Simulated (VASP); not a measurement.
Crystal: Pt.

```xyz
2
Lattice="0.0000 2.7314 2.7314 2.7314 0.0000 2.7314 2.7314 2.7314 0.0000" Properties=species:S:1:pos:R:3 pbc="T T T"
Pt    0.6829    0.6829    0.6829
Pt    4.7800    4.7800    4.7800
```

- Program: VASP 6.6.1
- Task: relaxation of cell and atoms
- Functional: BLYP
- Potentials or basis: VASP PAW PBE potentials, release 64 (Pt)
- Cutoff: 600 eV
- k mesh: 10 × 10 × 10
- Occupations: fermi-dirac, width 0.1 eV
- Spin: no spin polarisation

At the start: pressure 40.1 GPa; volume 20.38 Å³/atom.

Question: How do energy, volume and symmetry change on relaxing?

Answer: Over 5 steps the energy falls by 521.9 meV/atom and the volume is 25.67 Å³/atom (+26.0 %); space group Fd-3m (No. 227, to 0.05 Å).

The path:
| step | energy change (eV) | largest force (eV/Å) | pressure (GPa) | volume (Å³) |
| --- | --- | --- | --- | --- |
| 1 | 0.0000 | 0.0000 | 40.07 | 40.76 |
| 2 | 0.6131 | 0.0000 | -12.06 | 78.81 |
| 3 | -1.0284 | 0.0000 | -2.77 | 53.07 |
| 4 | -1.0417 | 0.0000 | -1.06 | 51.97 |
| 5 | -1.0437 | 0.0000 | 0.04 | 51.34 |

Final structure:
```xyz
2
Lattice="0.0000 2.9499 2.9499 2.9499 0.0000 2.9499 2.9499 2.9499 0.0000" Properties=species:S:1:pos:R:3 pbc="T T T"
Pt    0.7375    0.7375    0.7375
Pt    5.1623    5.1623    5.1623
```

Caveat: the volume moved by over 15 % at a fixed basis, so the end points are rough; the PAW data sets were made with another functional, which shifts forces and pressure a little.
